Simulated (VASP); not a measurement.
# H2CI2 (Fmm2) in VASP: a series of runs, part 2 of 2

VASP 6.6.1. The steps go on from the part before.

## (3) Single point, PBEsol (22.82 Å³/atom)

This run uses another cell than the first one, of 22.82 Å³/atom.

Contents of INCAR:

```
SYSTEM = H2CI2
  ALGO = Normal
  EDIFF = 1E-6
  ENCUT = 600
  GGA = PS
  GGA_COMPAT = .FALSE.
  ISIF = 2
  ISMEAR = 0
  LASPH = .TRUE.
  LCHARG = .FALSE.
  LREAL = .FALSE.
  LWAVE = .FALSE.
  NBANDS = 18
  NELM = 120
  PREC = Accurate
  SIGMA = 0.02
```

Contents of KPOINTS:

```
k-points
0
G
  6 6 6
  0 0 0
```

Contents of POSCAR:

```
H2CI2
1.0
    0.0000000000      6.3539738071      2.4024424741
    3.7370899587      0.0000000000      2.4024424741
    3.7370899587      6.3539738071      0.0000000000
H C I
2 1 2
Direct
    0.7460553567      0.9896587751      0.2539446433
    0.9896587751      0.7460553567      0.0103412249
    0.9953360125      0.9953360125      0.0046639875
    0.3826605926      0.1023092630      0.8976907370
    0.1023092630      0.3826605926      0.6173394074
```

Potentials or basis: VASP PAW PBE potentials, release 64 (H, C, I).

Launch:

```console
cat potpaw_PBE.64/H/POTCAR potpaw_PBE.64/C/POTCAR potpaw_PBE.64/I/POTCAR > POTCAR
mpirun -np 1 vasp_std > vasp.out
```

OUTCAR:

```text
SYSTEM = H2CI2
   EDIFF = 1E-6
   ENCUT = 600
   GGA = PS
   ISIF = 2
   ISMEAR = 0
   LASPH = .TRUE.
   LREAL = .FALSE.
   NELM = 120
   PREC = Accurate

 ion  position               nearest neighbor table
   1  0.746  0.990  0.254-   3 1.10
   2  0.990  0.746  0.010-   3 1.10
   3  0.995  0.995  0.005-   1 1.10   2 1.10   4 2.14   5 2.14
   4  0.383  0.102  0.898-   3 2.14   5 3.56
   5  0.102  0.383  0.617-   3 2.14   4 3.56

  LATTYP: Found a face centered orthorhombic cell.
 ALAT       =     4.8048849482
 B/A-ratio  =     1.5555377492
 C/A-ratio  =     2.6447974824

  Lattice vectors:

 A1 = (   3.7370899587,   6.3539738071,   0.0000000000)
 A2 = (   0.0000000000,   6.3539738071,   2.4024424741)
 A3 = (   3.7370899587,   0.0000000000,   2.4024424741)

Analysis of symmetry for initial positions (statically):
=====================================================================
 Subroutine PRICEL returns:
 Original cell was already a primitive cell.

 Routine SETGRP: Setting up the symmetry group for a
[... 175 lines left out ...]

 val. band max:        1.0994432800   @ k =   0.0000   0.0000   0.0000
 cond. band min:       3.8424305331   @ k =   0.5000   0.0000   0.5000
 fundamental gap:      2.7429872531
 Fermi energy:         1.2343687057

 k-point     1 :       0.0000    0.0000    0.0000
  band No.  band energies     occupation
      1     -12.7283      2.00000
      2     -10.4050      2.00000
      3      -8.6640      2.00000
      4      -3.9105      2.00000
      5      -3.2795      2.00000
      6      -2.0544      2.00000
[... 481 lines left out ...]
      5      -3.1082      2.00000
      6      -2.4795      2.00000
[... 10 lines left out ...]
     17      10.6489      0.00000
     18      10.6783      0.00000

 [... further k-points ...]

------------------------ aborting loop because EDIFF is reached ----------------------------------------

  FORCE on cell =-STRESS in cart. coord.  units (eV):
  Direction    XX          YY          ZZ          XY          YZ          ZX
  --------------------------------------------------------------------------------------
  -------------------------------------------------------------------------------------
  Total       -0.1916325     -0.2636703     -0.2217277      0.0000000      0.0000000      0.0000000
  in kB       -2.6910247     -3.7026255     -3.1136413      0.0000000      0.0000000      0.0000000
  external PRESSURE =      -3.1690972 kB  Pullay stress =       0.0000000 kB

 VOLUME and BASIS-vectors are now :
 -----------------------------------------------------------------------------
  energy-cutoff  :      600.00
  volume of cell :      114.09
      direct lattice vectors                 reciprocal lattice vectors
     0.000000000  6.353973807  2.402442474    -0.133793943  0.078690913  0.208121529
     3.737089959  0.000000000  2.402442474     0.133793943 -0.078690913  0.208121529
     3.737089959  6.353973807  0.000000000     0.133793943  0.078690913 -0.208121529

 POSITION                                       TOTAL-FORCE (eV/Angst)
 -----------------------------------------------------------------------------------
      4.64746      6.35397      4.16995         0.026964      0.000000     -0.014799
      2.82672      6.35397      4.16995        -0.026964      0.000000     -0.014799
      3.73709      6.35397      4.78248        -0.000000      0.000000      0.021525
      3.73709      8.13532      1.16511        -0.000000      0.002949      0.004037
      3.73709      4.57263      1.16511        -0.000000     -0.002949      0.004037
 -----------------------------------------------------------------------------------
    total drift:                               -0.000002      0.000000      0.000287

  FREE ENERGIE OF THE ION-ELECTRON SYSTEM (eV)
  ---------------------------------------------------
  free  energy   TOTEN  =       -19.2711693538 eV

  energy  without entropy=      -19.2711693538  energy(sigma->0) =      -19.27116935
```

OSZICAR:

```text
N       E                     dE             d eps       ncg     rms          rms(c)
DAV:   1     0.937079656583E+02    0.93708E+02   -0.84066E+03  1656   0.102E+03
DAV:   2    -0.120583550183E+02   -0.10577E+03   -0.10138E+03  2122   0.155E+02
DAV:   3    -0.207520900231E+02   -0.86937E+01   -0.86364E+01  2054   0.501E+01
DAV:   4    -0.209207277222E+02   -0.16864E+00   -0.16855E+00  2300   0.825E+00
DAV:   5    -0.209231145163E+02   -0.23868E-02   -0.23867E-02  2132   0.866E-01    0.125E+01
DAV:   6    -0.193678506244E+02    0.15553E+01   -0.22049E+00  1948   0.116E+01    0.612E+00
DAV:   7    -0.193080746624E+02    0.59776E-01   -0.10382E+00  1824   0.532E+00    0.347E+00
DAV:   8    -0.192734339461E+02    0.34641E-01   -0.83519E-02  1950   0.168E+00    0.164E+00
DAV:   9    -0.192709395918E+02    0.24944E-02   -0.16130E-02  2150   0.939E-01    0.316E-01
DAV:  10    -0.192710127489E+02   -0.73157E-04   -0.25928E-03  1940   0.336E-01    0.183E-01
DAV:  11    -0.192711044433E+02   -0.91694E-04   -0.37901E-04  2166   0.123E-01    0.710E-02
DAV:  12    -0.192711644047E+02   -0.59961E-04   -0.13728E-04  1796   0.707E-02    0.286E-02
DAV:  13    -0.192711678198E+02   -0.34151E-05   -0.93960E-06  2180   0.204E-02    0.159E-02
DAV:  14    -0.192711691348E+02   -0.13150E-05   -0.39084E-06  1820   0.111E-02    0.736E-03
DAV:  15    -0.192711693538E+02   -0.21904E-06   -0.38988E-07  1146   0.385E-03
   1 F= -.19271169E+02 E0= -.19271169E+02  d E =-.896013E-24
```

stdout:

```text
POSCAR found type information on POSCAR H C I
 POSCAR found :  3 types and       5 ions
 scaLAPACK will be used
 -----------------------------------------------------------------------------
|                                                                             |
|                                                                             |
|     You enforced a specific xc type in the INCAR file but a different       |
|     I HOPE YOU KNOW WHAT YOU ARE DOING!                                     |
|                                                                             |
 -----------------------------------------------------------------------------

 LDA part: xc-table for (Slater+PW92), standard interpolation
 POSCAR, INCAR and KPOINTS ok, starting setup
 FFT: planning ... GRIDC
 FFT: planning ... GRID_SOFT
 FFT: planning ... GRID
 WAVECAR not read
 entering main loop
```

Run time: 4.7 min. Hardware: 1 thread of Intel Xeon 8259CL, shared host; peak memory 0.39 GiB.

What came out:

```yaml
Free_energy: -19.2712 eV
Pressure: -0.3 GPa
Largest_force: 0.031 eV/Å
Band_gap_on_the_k_mesh: 2.74 eV (least direct gap 2.87 eV)
```

Forces on the atoms (eV/Å):
```
H    0.027  0.000 -0.015
H   -0.027  0.000 -0.015
C    0.000  0.000  0.022
I    0.000  0.003  0.004
I    0.000 -0.003  0.004
```

Stress tensor (GPa, compression positive):
```
-0.27  0.00  0.00
 0.00 -0.37  0.00
 0.00  0.00 -0.31
```

Caveat: this functional lacks dispersion, which holds the molecules together, so the pressure and a relaxed volume are unreliable; the PAW data sets were made with another functional, which shifts forces and pressure a little; spin-orbit coupling is left out, which moves the levels of the heavy elements. A k mesh can miss the band edges.

## (4) Relaxation of shape and atoms at fixed volume, PBEsol (20.24 Å³/atom)

This run uses another cell than the first one, of 20.24 Å³/atom.

Contents of INCAR:

```
SYSTEM = H2CI2
PREC = Accurate
ENCUT = 600
EDIFF = 1E-7
ISMEAR = 0
SIGMA = 0.02
LREAL = .FALSE.
LASPH = .TRUE.
NELM = 120
ALGO = Normal
ISIF = 4
LWAVE = .FALSE.
LCHARG = .FALSE.
GGA = PS
IBRION = 2
NSW = 50
EDIFFG = -0.01
GGA_COMPAT = .FALSE.
NELMIN = 4
```

Contents of KPOINTS:

```
regular mesh
0
G
  6 6 6
  0 0 0
```

Contents of POSCAR:

```
H2CI2
1.0
    0.0000000000      6.2220139990      2.2986414571
    3.5371358430      0.0000000000      2.2986414571
    3.5371358430      6.2220139990      0.0000000000
H C I
2 1 2
Direct
    0.7337564137      0.9888473363      0.2662435863
    0.9888473363      0.7337564137      0.0111526637
    0.9929761716      0.9929761716      0.0070238284
    0.3913780771      0.1090620012      0.8909379988
    0.1090620012      0.3913780771      0.6086219229
```

Launch:

```console
cat potpaw_PBE.64/H/POTCAR potpaw_PBE.64/C/POTCAR potpaw_PBE.64/I/POTCAR > POTCAR
mpirun -np 1 vasp_std > vasp.out
```

Run time: 22 min. Hardware: 1 thread of Intel Xeon 8259CL, shared host; peak memory 0.39 GiB.

It converged, with:

```yaml
Free_energy: -19.2674 eV
Energy_gained_by_relaxing: 2.6 meV/atom
Ionic_steps: 12
Pressure_after_relaxing: 0.5 GPa
Largest_force_after_relaxing: 0.007 eV/Å
Band_gap_on_the_k_mesh: 2.56 eV (least direct gap 2.66 eV)
```

Forces on the atoms (eV/Å):
```
H    0.005  0.000  0.003
H   -0.005  0.000  0.003
C    0.000  0.000 -0.004
I    0.000  0.007 -0.001
I    0.000 -0.007 -0.001
```

Step by step:
| step | energy change (eV) | largest force (eV/Å) | pressure (GPa) | volume (Å³) |
| --- | --- | --- | --- | --- |
| 1 | 0.0000 | 0.4147 | 1.75 | 101.18 |
| 2 | -0.0089 | 0.4529 | 0.40 | 101.18 |
| 3 | -0.0103 | 0.2944 | 0.76 | 101.18 |
| 4 | -0.0101 | 0.2764 | 0.36 | 101.18 |
| 5 | -0.0123 | 0.0381 | 0.56 | 101.18 |
| 6 | -0.0125 | 0.0310 | 0.55 | 101.18 |
| 7 | -0.0127 | 0.0128 | 0.51 | 101.18 |
| 8 | -0.0127 | 0.0158 | 0.50 | 101.18 |
| 9 | -0.0128 | 0.0361 | 0.53 | 101.18 |
| 10 | -0.0128 | 0.0403 | 0.53 | 101.18 |
| 11 | -0.0128 | 0.0185 | 0.53 | 101.18 |
| 12 | -0.0128 | 0.0067 | 0.53 | 101.18 |

Final structure:
```cif
data_structure
_symmetry_space_group_name_H-M 'P 1'
_symmetry_Int_Tables_number 1
_cell_length_a 6.6711
_cell_length_b 4.1994
_cell_length_c 7.1814
_cell_angle_alpha 65.821
_cell_angle_beta 35.048
_cell_angle_gamma 79.131
_cell_volume 101.18
loop_
_atom_site_label
_atom_site_type_symbol
_atom_site_fract_x
_atom_site_fract_y
_atom_site_fract_z
_atom_site_occupancy
H1 H 0.72918 0.98872 0.27082 1
H2 H 0.98872 0.72918 0.01128 1
C1 C 0.99237 0.99237 0.00763 1
I1 I 0.39437 0.11138 0.88862 1
I2 I 0.11138 0.39437 0.60563 1
```

Levels at points of the mesh, in eV from the valence-band top:
| k point | band 7 | band 8 | band 9 | band 10 | band 11 | band 12 | band 13 | band 14 |
| --- | --- | --- | --- | --- | --- | --- | --- | --- |
| (0.00, 0.00, 0.00) | -1.18 | -0.33 | -0.22 | 0.00 | 2.99 | 4.71 | 5.19 | 5.83 |
| (0.50, 0.00, 0.00) | -2.04 | -1.13 | -0.77 | -0.22 | 3.43 | 4.62 | 5.32 | 6.63 |
| (0.50, 0.50, 0.00) | -2.65 | -1.93 | -0.70 | -0.65 | 2.71 | 3.78 | 6.54 | 7.37 |
| (0.50, 0.00, 0.50) | -1.55 | -0.53 | -0.28 | -0.10 | 2.56 | 4.30 | 6.08 | 6.73 |
| (0.00, 0.50, 0.50) | -1.82 | -1.53 | -1.23 | -0.58 | 3.22 | 4.19 | 6.12 | 6.66 |

Caveat: this functional lacks dispersion, which holds the molecules together, so the pressure and a relaxed volume are unreliable; the PAW data sets were made with another functional, which shifts forces and pressure a little; spin-orbit coupling is left out, which moves the levels of the heavy elements. A k mesh can miss the band edges.

## (5) Overview

```csv
task,cell,gap on the mesh (eV),pressure (GPa),largest force (eV/Å)
single point,"a = 6.768, b = 4.382, c = 7.330 Å, angles 65.0, 35.9, 79.0°, 5 atoms, atomic positions A",2.70,-0.2,0.03
single point,"a = 6.793, b = 4.443, c = 7.371 Å, angles 64.8, 36.3, 79.0°, 5 atoms, atomic positions B",2.74,-0.3,0.03
relaxation of shape and atoms at fixed volume,"relaxed from a = 6.633, b = 4.218, c = 7.157 Å, angles 65.5, 35.4, 79.1°, 5 atoms, atomic positions C",2.56,0.5,0.01
```

Alike in all rows: level PBEsol; potentials or basis VASP PAW PBE potentials, release 64 (H, C, I); no spin polarisation; k mesh 6 × 6 × 6; cutoff (eV) 600; smearing gaussian 0.02 eV.

Caveats: this functional lacks dispersion, which holds the molecules together, so the pressure and a relaxed volume are unreliable; the PAW data sets were made with another functional, which shifts forces and pressure a little; spin-orbit coupling is left out, which moves the levels of the heavy elements.

Absolute energies hang on the potentials; compare differences alone.
